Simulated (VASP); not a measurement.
Wanted: the native input for a VASP 6.6.1 run.

```
Task                   : single point
Functional             : PBE
Potentials or basis    : VASP PAW PBE potentials, release 64 (Al, Ni)
Cutoff                 : 600 eV
k mesh                 : 20 × 20 × 20
Occupations            : gaussian, width 0.15 eV
Spin                   : no spin polarisation
Dipole correction      : no
Further INCAR settings : ALGO = Normal; EDIFF = 1e-06; NBANDS = 14
```

The structure of AlNi lies in POSCAR:

```
AlNi
1.0
    2.0428098070     -2.1194151747      0.0000000000
    2.0428098070      2.1194151747      0.0000000000
    0.0000000000      0.0000000000      2.9011416498
Al Ni
1 1
Direct
    0.0000000000      0.0000000000      0.0000000000
    0.5000000000      0.5000000000      0.5000000000
```

The input as run:

INCAR

```
SYSTEM = AlNi
ALGO = Normal ; EDIFF = 1E-6
ENCUT = 600 ; GGA = PE
GGA_COMPAT = .False. ; ISIF = 2
ISMEAR = 0 ; LASPH = .True.
LCHARG = .False. ; LREAL = .False.
LWAVE = .False. ; NBANDS = 14
NELM = 120 ; PREC = Accurate
SIGMA = 0.15
```

KPOINTS

```
k-points
0
Gamma
  20 20 20
  0 0 0
```

Potentials or basis: VASP PAW PBE potentials, release 64 (Al, Ni).

Run with:

```console
$ cat potpaw_PBE.64/Al/POTCAR potpaw_PBE.64/Ni/POTCAR > POTCAR
$ mpirun -np 1 vasp_std > vasp.out
```

Results of the run:

The pressure is -5.2 GPa.

Run time: 3.1 min on 1 thread of Intel Xeon 6975P-C (shared host), peak memory 0.61 GiB.
